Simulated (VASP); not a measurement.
Write the native input for VASP 6.6.1 that does the following.

| Property | Result |
| --- | --- |
| Task | single point |
| Functional | PBEsol |
| Potentials or basis | VASP PAW PBE potentials, release 64 (Zn, O, H) |
| Cutoff | 520 eV |
| k mesh | 4 × 4 × 8 |
| Occupations | gaussian, width 0.05 eV |
| Spin | no spin polarisation |
| Dipole correction | no |
| Further INCAR settings | ALGO = Normal; EDIFF = 1e-06; NBANDS = 46 |

The structure of Zn4HO4 (a cell with a defect) lies in POSCAR:

```
Zn4HO4
1.0
    5.5148137916      0.0000000000      0.0000000000
    0.0000000000      5.5148137916      0.0000000000
    0.0000000000      0.0000000000      3.2430062931
Zn O H
4 4 1
Direct
    0.1820657240      0.1820657240      0.5000000000
    0.8179342760      0.8179342760      0.5000000000
    0.6820657240      0.3179342760      0.0000000000
    0.3179342760      0.6820657240      0.0000000000
    0.8180023132      0.1819976868      0.5000000000
    0.1819976868      0.8180023132      0.5000000000
    0.6819976868      0.6819976868      0.0000000000
    0.3180023132      0.3180023132      0.0000000000
    1.0000405349     -0.3180023132      0.0000000000
```

One way to write it, as run:

INCAR

```
PREC = Accurate
ENCUT = 520
EDIFF = 1E-6
ISMEAR = 0
SIGMA = 0.05
LREAL = F
LASPH = T
NELM = 100
ALGO = Normal
ISIF = 2
LWAVE = F
LCHARG = F
GGA = PS
NBANDS = 46
```

KPOINTS

```
Automatic mesh
0
Gamma
  4 4 8
```

Potentials or basis: VASP PAW PBE potentials, release 64 (Zn, O, H).

Command:

```bash
$ cat potpaw_PBE.64/Zn/POTCAR potpaw_PBE.64/O/POTCAR potpaw_PBE.64/H/POTCAR > POTCAR
$ mpirun -np 1 vasp_std > vasp.out
```

It gave:

```yaml
Pressure: 5.6 GPa
Largest_force: 0.906 eV/Å
Band_gap_on_the_k_mesh: zero (an odd number of electrons rules out a gap without spin polarisation)
```

Caveat: the PAW data sets were made with another functional, which shifts forces and pressure a little; an odd number of electrons without spin polarisation forces a metal; a magnetic or distorted state may lie lower.

Wall time 3.3 min on 1 thread of Intel(R) Xeon(R) Platinum 8259CL CPU @ 2.50GHz (Skylake/Cascade Lake), on a shared host, peak memory 0.31 GiB.
